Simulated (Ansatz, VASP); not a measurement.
Os: VASP beside Ansatz

```
CELL_PARAMETERS angstrom
2.73410 0.00000 0.00000
-1.36705 2.36780 0.00000
0.00000 0.00000 28.63940
ATOMIC_POSITIONS crystal
Os 0.33333 0.66667 0.34917
Os 0.66667 0.33333 0.42458
Os 0.33333 0.66667 0.49990
Os 0.66667 0.33333 0.57586
Os 0.33333 0.66667 0.64813
```

Alike in both runs: task single point; functional PBEsol; k mesh 24 × 24 × 1; occupations gaussian, width 0.1 eV; no spin polarisation.

```csv
,VASP,Ansatz
version,VASP 6.6.1,Ansatz 0.2.0
potentials or method,"VASP PAW PBE potentials, release 64 (Os), cutoff 520 eV","scalar-relativistic, plane waves, PAW"
valence electrons in the cell,40,80
```

```tsv
	VASP	Ansatz	Ansatz less VASP
gap on the k mesh at the Fermi level (eV)	none	none	-
rms of the force components (eV/Å)	0.404	0.402	-0.0017
```

VASP's potentials were made for PBE, not for PBEsol. Atom by atom the forces differ by 0.007 eV/Å (rms over components). A gap of «none» marks a metal or a gap that the smearing closes. The functional is the same, so the differences come from potentials, cutoffs and numerics. VASP's potentials hold 40 valence electrons a cell and Ansatz's 80, so a difference there can come from the potentials and not from the codes. Ansatz's warnings: xc potential rough in thin density.

Neither program's run includes spin-orbit coupling.
